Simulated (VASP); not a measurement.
TaTi3:

```xyz
4
Lattice="0.0000 3.2665 3.2665 3.2665 0.0000 3.2665 3.2665 3.2665 0.0000" Properties=species:S:1:pos:R:3 pbc="T T T"
Ti    1.6333    1.6333    1.6333
Ti    4.8998    4.8998    4.8998
Ti    3.2665    3.2665    3.2665
Ta    0.0000    0.0000    0.0000
```

Base run:

| Item | Value |
| --- | --- |
| Program | VASP 6.6.1 |
| Functional | PBEsol |
| Potentials or basis | VASP PAW PBE potentials, release 64 (Ti_sv, Ta_pv) |
| Cutoff | 500 eV |
| k mesh | 6 × 6 × 6 |
| Occupations | gaussian, width 0.01 eV |
| Spin | no spin polarisation |

Its results: pressure -4.9 GPa.

The run is repeated on the same cell with these changes: k mesh from 6 × 6 × 6 to 3 × 3 × 3. What comes out?

Pressure -6.4 GPa.

Caveats: some runs use coarse meshes; the PAW data sets were made with another functional, which shifts forces and pressure a little.
